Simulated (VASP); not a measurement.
Wanted: the native input for a VASP 6.6.1 run.

* Task: single point
* Functional: PBE
* Potentials or basis: VASP PAW PBE potentials, release 64 (Au)
* Cutoff: 520 eV
* k mesh: 18 × 18 × 18
* Occupations: gaussian, width 0.1 eV
* Spin: no spin polarisation
* Dipole correction: no
* Further INCAR settings: ALGO = Normal; EDIFF = 1e-06; NBANDS = 12

The structure of Au lies in POSCAR:

```
Au
1.0
   -1.5441828126      1.5441828126      1.5441828126
    1.5441828126     -1.5441828126      1.5441828126
    1.5441828126      1.5441828126     -1.5441828126
Au
1
Direct
    0.0000000000      0.0000000000      0.0000000000
```

This cell differs from its parent crystal: Ag replaced by Au, lengths x 0.963, strained.

One way to write it, as run:

INCAR

```
SYSTEM = Au
PREC = Accurate
ENCUT = 520
EDIFF = 1E-6
ISMEAR = 0
SIGMA = 0.1
LREAL = .False.
LASPH = .True.
NELM = 60
ALGO = Normal
ISIF = 2
LWAVE = .False.
LCHARG = .False.
GGA = PE
NBANDS = 12
```

KPOINTS

```
regular mesh
0
Gamma
  18 18 18
  0 0 0
```

Potentials or basis: VASP PAW PBE potentials, release 64 (Au).

Run with:

```bash
$ cat potpaw_PBE.64/Au/POTCAR > POTCAR
$ mpirun -np 1 vasp_std > vasp.out
```

It gave:

The pressure is 49.6 GPa.

Caveat: the cell differs from its parent crystal (Ag replaced by Au, lengths x 0.963, strained).

Run time: 10 s on 1 thread of Intel(R) Xeon(R) 6975P-C (Granite Rapids), with other jobs on the host, peak memory 0.15 GiB.
